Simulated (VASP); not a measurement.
Here is a VASP 6.6.1 calculation.

The input INCAR:

```
SYSTEM = Hg
  PREC = Accurate
  ENCUT = 520
  EDIFF = 1E-7
  ISMEAR = -1
  SIGMA = 0.13605693000000002
  LREAL = .False.
  LASPH = .True.
  NELM = 80
  ALGO = Normal
  ISIF = 2
  LWAVE = .False.
  LCHARG = .False.
  GGA = PS
  NBANDS = 19
```

KPOINTS

```
regular mesh
0
Gamma
  8 8 8
  0 0 0
```

POSCAR

```
Hg
1.0
    0.0000000000      3.2987445485      3.2987445485
    3.2987445485      0.0000000000      3.2987445485
    3.2987445485      3.2987445485      0.0000000000
Hg
2
Direct
    0.0000000000      0.0000000000      0.0000000000
    0.2500000000      0.2500000000      0.2500000000
```

Potentials or basis: VASP PAW PBE potentials, release 64 (Hg).

The run is started by

```bash
$ cat potpaw_PBE.64/Hg/POTCAR > POTCAR
$ mpirun -np 1 vasp_std > vasp.out
```

(1) Estimate the band gap on the k mesh.

(2) Predict the pressure.

Results:

(1) zero (band 12 reaches 3.67 eV, above the bottom of band 13 at 0.41 eV).

(2) 0.3 GPa.

Caveat: the PAW data sets were made with another functional, which shifts forces and pressure a little; spin-orbit coupling is left out, which moves the levels of the heavy elements.
